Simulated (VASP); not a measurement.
# CuI (Marshite) (P4/nmm) in VASP: further runs

CuI (Marshite) is run at these levels: PBEsol; tasks: single point.

Program: VASP 6.6.1. These are calculated values, not measurements. Logs are shortened: lines on timing, memory, paths and dates and some standing lists are left out, and cuts for length are marked.

## (1) The cell of the first run

It takes space group P4/nmm (No. 129, tetragonal). The conventional cell has a = 4.089 Å, b = 4.089 Å, c = 5.743 Å, α = 90.00°, β = 90.00°, γ = 90.00°. Within 3.5 Å of Cu (site symmetry -4m2) lie 4 I at 2.64 Å and 4 Cu at 2.89 Å. Within 3.5 Å of I (site symmetry 4mm) lie 4 Cu at 2.64 Å.

## (2) Single point, PBEsol

Contents of INCAR:

```
SYSTEM = CuI
PREC = Accurate
ENCUT = 520
EDIFF = 1E-6
ISMEAR = 0
SIGMA = 0.01
LREAL = .False.
LASPH = .True.
NELM = 80
ALGO = Normal
ISIF = 2
LWAVE = .False.
LCHARG = .False.
GGA = PS
NBANDS = 26
```

Contents of KPOINTS:

```
Automatic mesh
0
Gamma
  6 6 4
  0 0 0
```

Contents of POSCAR:

```
CuI
1.0
    4.0888609038      0.0000000000      0.0000000000
    0.0000000000      4.0888609038      0.0000000000
    0.0000000000      0.0000000000      5.7432492538
Cu I
2 2
Direct
    0.0000000000      0.0000000000      0.0000000000
    0.5000000000      0.5000000000      0.0000000000
    0.0000000000      0.5000000000      0.2913000000
    0.5000000000      0.0000000000      0.7087000000
```

Potentials or basis: VASP PAW PBE potentials, release 64 (Cu, I).

On the command line:

```bash
$ cat potpaw_PBE.64/Cu/POTCAR potpaw_PBE.64/I/POTCAR > POTCAR
$ mpirun -np 1 vasp_std > vasp.out
```

OUTCAR:

```text
SYSTEM = CuI
   PREC = Accurate
   ENCUT = 520
   EDIFF = 1E-6
   ISMEAR = 0
   LREAL = .False.
   LASPH = .True.
   NELM = 80
   ISIF = 2
   GGA = PS

 ion  position               nearest neighbor table
   1  0.000  0.000  0.000-   3 2.64   4 2.64   3 2.64   4 2.64
   2  0.500  0.500  0.000-   3 2.64   4 2.64   4 2.64   3 2.64
   3  0.000  0.500  0.291-   1 2.64   2 2.64   1 2.64   2 2.64
   4  0.500  0.000  0.709-   1 2.64   2 2.64   2 2.64   1 2.64

  LATTYP: Found a simple tetragonal cell.
 ALAT       =     4.0888609038
 C/A-ratio  =     1.4046086157

  Lattice vectors:

 A1 = (   4.0888609038,   0.0000000000,   0.0000000000)
 A2 = (   0.0000000000,   4.0888609038,   0.0000000000)
 A3 = (   0.0000000000,   0.0000000000,   5.7432492538)

Analysis of symmetry for initial positions (statically):
=====================================================================
 Subroutine PRICEL returns:
 Original cell was already a primitive cell.

 Routine SETGRP: Setting up the symmetry group for a
 simple tetragonal supercell.

 Subroutine GETGRP returns: Found 16 space group operations
 (whereof  8 operations were pure point group operations)
 out of a pool of 16 trial point group operations.

The static configuration has the point symmetry D_2d.
 The point group associated with its full space group is D_4h.

Analysis of symmetry for dynamics (positions and initial velocities):
=====================================================================
 Subroutine PRICEL returns:
 Original cell was already a primitive cell.

 Routine SETGRP: Setting up the symmetry group for a
 simple tetragonal supercell.

 Subroutine GETGRP returns: Found 16 space group operations
 (whereof  8 operations were pure point group operations)
 out of a pool of 16 trial point group operations.

The dynamic configuration has the point symmetry D_2d.
 The point group associated with its full space group is D_4h.

 Subroutine INISYM returns: Found 16 space group operations
 (whereof  8 operations are pure point group operations),
 and found     1 'primitive' translations

----------------------------------------------------------------------------------------

                                     Primitive cell

  volume of cell :      96.0201

  direct lattice vectors                    reciprocal lattice vectors
     4.088860904  0.000000000  0.000000000     0.244566891  0.000000000  0.000000000
     0.000000000  4.088860904  0.000000000     0.000000000  0.244566891  0.000000000
     0.000000000  0.000000000  5.743249254     0.000000000  0.000000000  0.174117465

  length of vectors
     4.088860904  4.088860904  5.743249254     0.244566891  0.244566891  0.174117465

  position of ions in fractional coordinates (direct lattice)
     0.000000000  0.000000000  0.000000000
     0.500000000  0.500000000  0.000000000
     0.000000000  0.500000000  0.291300000
     0.500000000  0.000000000  0.708700000

  ion indices of the primitive-cell ions
   primitive index   ion index
                 1           1
                 2           2
                 3           3
                 4           4

----------------------------------------------------------------------------------------

 KPOINTS: Automatic mesh

Automatic generation of k-mesh.
 Grid dimensions read from file:
 generate k-points for:    6    6    4

 Generating k-lattice:

  Cartesian coordinates                     Fractional coordinates (reciprocal lattice)
     0.040761149  0.000000000  0.000000000     0.166666667  0.000000000  0.000000000
     0.000000000  0.040761149  0.000000000     0.000000000  0.166666667  0.000000000
     0.000000000  0.000000000  0.043529366     0.000000000  0.000000000  0.250000000

  Length of vectors
     0.040761149  0.040761149  0.043529366

  Shift w.r.t. Gamma in fractional coordinates (k-lattice)
     0.000000000  0.000000000  0.000000000

 Subroutine IBZKPT returns following result:
 ===========================================

 Found     30 irreducible k-points:

 Following reciprocal coordinates:
            Coordinates               Weight
  0.000000  0.000000  0.000000      1.000000
  0.166667  0.000000  0.000000      4.000000
  0.333333  0.000000  0.000000      4.000000
  0.500000  0.000000  0.000000      2.000000
  0.166667  0.166667  0.000000      4.000000
  0.333333  0.166667  0.000000      8.000000
[... 16 lines left out ...]
  0.333333  0.000000  0.500000      4.000000
  0.500000  0.000000  0.500000      2.000000
 [... further k-points ...]
   k-points           NKPTS =     30   k-points in BZ     NKDIM =     30   number of bands    NBANDS=     26
   number of dos      NEDOS =    301   number of ions     NIONS =      4
   total plane-waves  NPLWV =  43200
   dimension x,y,z NGX =    30 NGY =   30 NGZ =   48
   dimension x,y,z NGXF=    60 NGYF=   60 NGZF=   96
   ions per type =               2   2
   NGX,Y,Z   is equivalent  to a cutoff of  12.20, 12.20, 13.89 a.u.
   NGXF,Y,Z  is equivalent  to a cutoff of  24.39, 24.39, 27.79 a.u.
 SYSTEM =  CuI
   PREC   = accura    normal or accurate (medium, high low for compatibility)
   ISTART =      0    job   : 0-new  1-cont  2-samecut
   ICHARG =      2    charge: 1-file 2-atom 10-const
   ISPIN  =      1    spin polarized calculation?
   LNONCOLLINEAR =      F non collinear calculations
   LSORBIT =      F    spin-orbit coupling
   LASPH  =      T    aspherical Exc in radial PAW
   ENCUT  =  520.0 eV  38.22 Ry    6.18 a.u.   7.60  7.60 10.68*2*pi/ulx,y,z
   NELM   =     80;   NELMIN=  2; NELMDL= -5     # of ELM steps
   EDIFF  = 0.1E-05   stopping-criterion for ELM
   LREAL  =      F    real-space projection
[... 7 lines left out ...]
   TEBEG  =    0.0;   TEEND  =   0.0 temperature during run
   PSTRESS=    0.0 pullay stress
   NELECT =      36.0000    total number of electrons
   NUPDOWN=      -1.0000    fix difference up-down
   EMIN   =  10.00;   EMAX   =-10.00  energy-range for DOS
   EFERMI =   0.00;   METHOD = LEGACY
   ISMEAR =     0;   SIGMA  =   0.01  broadening in eV -4-tet -1-fermi 0-gaus
   EFERMI_NEDOS =   21; number of points for ismear=-14 and -15
   IALGO  =     38    algorithm
   IMIX   =      4    mixing-type and parameters
     AMIX     =   0.40;   BMIX     =  1.00
     AMIX_MAG =   1.60;   BMIX_MAG =  1.00
  volume/ion in A,a.u.               =      24.01       161.99
  Fermi-wavevector in a.u.,A,eV,Ry     =   1.180470  2.230764 18.959841  1.393509
  Thomas-Fermi vector in A             =   2.316762
   LORBIT       =      0    0 simple, 1 ext, 2 COOP (PROOUT), +10 PAW based schemes
   GGA     = PS    functional components
   LHFCALC =     F    Hartree Fock is set to
   AEXX    =    0.0000 exact exchange contribution
   IVDW    =     0    specifies the selected vdW correction
   LEPSILON=     F    determine dielectric tensor
   LRPA    =     F    only Hartree local field effects (RPA)
 non-spin polarized calculation
 Gauss-broadening in eV      SIGMA  =   0.01
  energy-cutoff  :      520.00
  volume of cell :       96.02
 maximum number of plane-waves:      2608
   NGX = 15   NGY = 15   NGZ = 21

 number of electron      35.9999946 magnetization

 Free energy of the ion-electron system (eV)
  ---------------------------------------------------
  ext. energy  EPLUGINS =         0.00000000
  ---------------------------------------------------
  free energy    TOTEN  =       -12.55525051 eV

  energy without entropy =      -12.55525051  energy(sigma->0) =      -12.55525051

 E-fermi :   5.9083     XC(G=0):  -9.9432

 val. band max:        5.8072206671   @ k =   0.0000   0.0000   0.0000
 cond. band min:       7.1535118420   @ k =   0.0000   0.0000   0.0000
 fundamental gap:      1.3462911749
 Fermi energy:         5.9082723181

 k-point     1 :       0.0000    0.0000    0.0000
  band No.  band energies     occupation
      1      -8.6559      2.00000
      2      -7.4679      2.00000
      3      -0.4664      2.00000
      4       2.0014      2.00000
      5       2.0014      2.00000
      6       2.0406      2.00000
[... 18 lines left out ...]
     25      13.9304      0.00000
     26      15.1769      0.00000

 k-point     2 :       0.1667    0.0000    0.0000
  band No.  band energies     occupation
      1      -8.5324      2.00000
      2      -7.4785      2.00000
      3      -0.2541      2.00000
      4       1.4380      2.00000
      5       1.7165      2.00000
      6       2.0395      2.00000
[... 18 lines left out ...]
     25      14.1430      0.00000
     26      14.7745      0.00000

 k-point     3 :       0.3333    0.0000    0.0000
  band No.  band energies     occupation
      1      -8.2100      2.00000
      2      -7.5695      2.00000
      3       0.3462      2.00000
      4       0.6366      2.00000
      5       0.9628      2.00000
      6       1.8553      2.00000
[... 18 lines left out ...]
     25      13.0375      0.00000
     26      13.4514      0.00000

 k-point     4 :       0.5000    0.0000    0.0000
  band No.  band energies     occupation
      1      -7.8306      2.00000
      2      -7.8306      2.00000
      3       0.4540      2.00000
      4       0.4540      2.00000
      5       1.1815      2.00000
      6       1.1815      2.00000
[... 18 lines left out ...]
     25      12.8465      0.00000
     26      12.8465      0.00000
[... 496 lines left out ...]
      1      -8.1387      2.00000
      2      -7.9580      2.00000
      3       0.2929      2.00000
      4       0.6807      2.00000
      5       1.7330      2.00000
      6       1.7705      2.00000
[... 18 lines left out ...]
     25      11.4885      0.00000
     26      13.3140      0.00000

 k-point    23 :       0.3333    0.0000    0.5000
  band No.  band energies     occupation
      1      -7.9485      2.00000
      2      -7.8322      2.00000
      3      -0.2801      2.00000
      4       0.0682      2.00000
      5       1.9077      2.00000
      6       2.0397      2.00000
[... 18 lines left out ...]
     25      12.9619      0.00000
     26      13.6391      0.00000

 k-point    24 :       0.5000    0.0000    0.5000
  band No.  band energies     occupation
      1      -7.8056      2.00000
      2      -7.8056      2.00000
      3      -0.4278      2.00000
      4      -0.4278      2.00000
      5       2.1268      2.00000
      6       2.1268      2.00000
[... 18 lines left out ...]
     25      13.4821      0.00000
     26      13.4821      0.00000

 [... further k-points ...]

------------------------ aborting loop because EDIFF is reached ----------------------------------------

  FORCE on cell =-STRESS in cart. coord.  units (eV):
  Direction    XX          YY          ZZ          XY          YZ          ZX
  --------------------------------------------------------------------------------------
  -------------------------------------------------------------------------------------
  Total       -0.3528142     -0.3528142      0.3011669      0.0000000      0.0000000     -0.0000000
  in kB       -5.8870040     -5.8870040      5.0252245      0.0000000      0.0000000     -0.0000000
  external PRESSURE =      -2.2495945 kB  Pullay stress =       0.0000000 kB

 VOLUME and BASIS-vectors are now :
 -----------------------------------------------------------------------------
  energy-cutoff  :      520.00
  volume of cell :       96.02
      direct lattice vectors                 reciprocal lattice vectors
     4.088860904  0.000000000  0.000000000     0.244566891  0.000000000  0.000000000
     0.000000000  4.088860904  0.000000000     0.000000000  0.244566891  0.000000000
     0.000000000  0.000000000  5.743249254     0.000000000  0.000000000  0.174117465

 POSITION                                       TOTAL-FORCE (eV/Angst)
 -----------------------------------------------------------------------------------
      0.00000      0.00000      0.00000         0.000000      0.000000      0.000000
      2.04443      2.04443      0.00000        -0.000000     -0.000000      0.000000
      0.00000      2.04443      1.67301         0.000000      0.000000     -0.448923
      2.04443      0.00000      4.07024         0.000000      0.000000      0.448923
 -----------------------------------------------------------------------------------
    total drift:                                0.000000      0.000000     -0.000000

  FREE ENERGIE OF THE ION-ELECTRON SYSTEM (eV)
  ---------------------------------------------------
  free  energy   TOTEN  =       -12.5552505138 eV

  energy  without entropy=      -12.5552505138  energy(sigma->0) =      -12.55525051
```

Wall time 37 s (1 thread of Intel Xeon 6975P-C, shared host); peak memory 0.24 GiB.

What came out:

```
Free energy            : -12.5553 eV
Pressure               : -0.2 GPa
Largest force          : 0.449 eV/Å
Band gap on the k mesh : 1.35 eV, direct
```

Forces on the atoms (eV/Å):
```
Cu   0.000  0.000  0.000
Cu   0.000  0.000  0.000
I    0.000  0.000 -0.449
I    0.000  0.000  0.449
```

Stress tensor (GPa, compression positive):
```
-0.59  0.00  0.00
 0.00 -0.59  0.00
 0.00  0.00  0.50
```

Levels at points of the mesh, in eV from the valence-band top:
```tsv
k point	band 15	band 16	band 17	band 18	band 19	band 20	band 21	band 22
(0.00, 0.00, 0.00)	-1.42	-1.18	0.00	0.00	1.35	2.50	3.14	4.47
(0.50, 0.00, 0.00)	-1.41	-1.41	-0.80	-0.80	3.78	3.78	4.23	4.23
(0.50, 0.50, 0.00)	-1.85	-1.85	-1.39	-1.39	2.14	2.14	2.26	2.26
(0.00, 0.00, 0.50)	-1.46	-1.42	-0.79	-0.79	3.05	3.46	3.54	3.83
(0.50, 0.00, 0.50)	-0.78	-0.78	-0.70	-0.70	1.97	1.97	5.24	5.24
(0.50, 0.50, 0.50)	-1.94	-1.94	-1.21	-1.21	4.46	4.46	4.56	4.56
```

Caveat: the PAW data sets were made with another functional, which shifts forces and pressure a little; spin-orbit coupling is left out, which moves the levels of the heavy elements. Expect the measured gap to be larger: semilocal functionals such as PBEsol lack the derivative discontinuity.

## (3) Single point, PBEsol

This run uses another cell than the first one, of 24.58 Å³/atom, 1.024 times its volume.

Contents of INCAR:

```
SYSTEM = CuI
ALGO = Normal ; EDIFF = 1E-6
ENCUT = 520 ; GGA = PS
ISIF = 2 ; ISMEAR = 0
LASPH = .TRUE. ; LCHARG = .FALSE.
LREAL = .FALSE. ; LWAVE = .FALSE.
NBANDS = 26 ; NELM = 60
PREC = Accurate ; SIGMA = 0.01
```

Contents of KPOINTS:

```
k-points
0
G
  6 6 4
  0 0 0
```

Contents of POSCAR:

```
CuI
1.0
    4.1210579846      0.0000000000      0.0000000000
    0.0000000000      4.1210579846      0.0000000000
    0.0000000000      0.0000000000      5.7884735509
Cu I
2 2
Direct
    0.0000000000      0.0000000000      0.0000000000
    0.5000000000      0.5000000000      0.0000000000
    0.0000000000      0.5000000000      0.2913000000
    0.5000000000      0.0000000000      0.7087000000
```

Potentials or basis: VASP PAW PBE potentials, release 64 (Cu, I).

On the command line:

```bash
$ cat potpaw_PBE.64/Cu/POTCAR potpaw_PBE.64/I/POTCAR > POTCAR
$ mpirun -np 1 vasp_std > vasp.out
```

It took 41 s on 1 thread of Intel Xeon 6975P-C, shared host; peak memory 0.25 GiB.

The run converged. Its results:

```
Free energy            : -12.5431 eV
Pressure               : -1.5 GPa
Largest force          : 0.612 eV/Å
Band gap on the k mesh : 1.30 eV, direct
```

Forces on the atoms (eV/Å):
```
Cu   0.000  0.000  0.000
Cu   0.000  0.000  0.000
I    0.000  0.000 -0.612
I    0.000  0.000  0.612
```

Stress tensor (GPa, compression positive):
```
-1.78  0.00  0.00
 0.00 -1.78  0.00
 0.00  0.00 -0.83
```

Levels at points of the mesh, in eV from the valence-band top:
| k point | band 14 | band 15 | band 16 | band 17 | band 18 | band 19 | band 20 | band 21 | band 22 | band 23 |
| --- | --- | --- | --- | --- | --- | --- | --- | --- | --- | --- |
| (0.00, 0.00, 0.00) | -1.61 | -1.34 | -1.12 | 0.00 | 0.00 | 1.30 | 2.53 | 3.17 | 4.49 | 4.49 |
| (0.50, 0.00, 0.00) | -2.04 | -1.32 | -1.32 | -0.76 | -0.76 | 3.73 | 3.73 | 4.23 | 4.23 | 6.53 |
| (0.50, 0.50, 0.00) | -1.84 | -1.75 | -1.75 | -1.31 | -1.31 | 2.17 | 2.17 | 2.31 | 2.31 | 9.77 |
| (0.00, 0.00, 0.50) | -1.40 | -1.39 | -1.33 | -0.74 | -0.74 | 3.04 | 3.46 | 3.62 | 3.73 | 5.39 |
| (0.50, 0.00, 0.50) | -2.05 | -0.74 | -0.74 | -0.67 | -0.67 | 1.96 | 1.96 | 5.26 | 5.26 | 5.33 |
| (0.50, 0.50, 0.50) | -1.94 | -1.84 | -1.84 | -1.14 | -1.14 | 4.44 | 4.44 | 4.46 | 4.46 | 6.27 |

Caveat: the PAW data sets were made with another functional, which shifts forces and pressure a little; spin-orbit coupling is left out, which moves the levels of the heavy elements. Expect the measured gap to be larger: semilocal functionals such as PBEsol lack the derivative discontinuity.

## (4) Single point, PBEsol

This run uses another cell than the first one, of 25.15 Å³/atom, 1.048 times its volume.

Contents of INCAR:

```
PREC = Accurate
ENCUT = 520
EDIFF = 1E-6
ISMEAR = 0
SIGMA = 0.01
LREAL = F
LASPH = T
NELM = 60
ALGO = Normal
ISIF = 2
LWAVE = F
LCHARG = F
GGA = PS
NBANDS = 26
```

Contents of KPOINTS:

```
regular mesh
0
Gamma
  6 6 4
```

Contents of POSCAR:

```
CuI
1.0
    4.1527596765      0.0000000000      0.0000000000
    0.0000000000      4.1527596765      0.0000000000
    0.0000000000      0.0000000000      5.8330020204
Cu I
2 2
Direct
    0.0000000000      0.0000000000      0.0000000000
    0.5000000000      0.5000000000      0.0000000000
    0.0000000000      0.5000000000      0.2913000000
    0.5000000000      0.0000000000      0.7087000000
```

On the command line:

```bash
$ cat potpaw_PBE.64/Cu/POTCAR potpaw_PBE.64/I/POTCAR > POTCAR
$ mpirun -np 1 vasp_std > vasp.out
```

Run time: 52 s. Hardware: 1 thread of Intel Xeon 6975P-C, shared host; peak memory 0.25 GiB.

Results (log left out):

| Property | Result |
| --- | --- |
| Free energy | -12.5150 eV |
| Pressure | -2.4 GPa |
| Largest force | 0.757 eV/Å |
| Band gap on the k mesh | 1.25 eV, direct |

Forces on the atoms (eV/Å):
```
Cu   0.000  0.000  0.000
Cu   0.000  0.000  0.000
I    0.000  0.000 -0.757
I    0.000  0.000  0.757
```

Stress tensor (GPa, compression positive):
```
-2.68  0.00  0.00
 0.00 -2.68  0.00
 0.00  0.00 -1.86
```

Levels at points of the mesh, in eV from the valence-band top:
| k point | band 16 | band 17 | band 18 | band 19 | band 20 | band 21 |
| --- | --- | --- | --- | --- | --- | --- |
| (0.00, 0.00, 0.00) | -1.07 | 0.00 | 0.00 | 1.25 | 2.55 | 3.20 |
| (0.50, 0.00, 0.00) | -1.25 | -0.72 | -0.72 | 3.68 | 3.68 | 4.25 |
| (0.50, 0.50, 0.00) | -1.66 | -1.23 | -1.23 | 2.20 | 2.20 | 2.35 |
| (0.00, 0.00, 0.50) | -1.26 | -0.70 | -0.70 | 3.03 | 3.46 | 3.63 |
| (0.50, 0.00, 0.50) | -0.70 | -0.63 | -0.63 | 1.95 | 1.95 | 5.28 |
| (0.50, 0.50, 0.50) | -1.74 | -1.08 | -1.08 | 4.37 | 4.37 | 4.42 |

Caveat: the PAW data sets were made with another functional, which shifts forces and pressure a little; spin-orbit coupling is left out, which moves the levels of the heavy elements.

## (5) Overview

```tsv
cell	gap on the mesh (eV)	pressure (GPa)	largest force (eV/Å)
a = 4.089, b = 4.089, c = 5.743 Å, 4 atoms	1.35	-0.2	0.45
a = 4.121, b = 4.121, c = 5.788 Å, 4 atoms	1.30	-1.5	0.61
a = 4.153, b = 4.153, c = 5.833 Å, 4 atoms	1.25	-2.4	0.76
```

Alike in all rows: task single point; level PBEsol; potentials or basis VASP PAW PBE potentials, release 64 (Cu, I); no spin polarisation; k mesh 6 × 6 × 4; cutoff (eV) 520; smearing gaussian 0.01 eV.

Caveats: the PAW data sets were made with another functional, which shifts forces and pressure a little; spin-orbit coupling is left out, which moves the levels of the heavy elements.

Absolute energies hang on the potentials; compare differences alone.
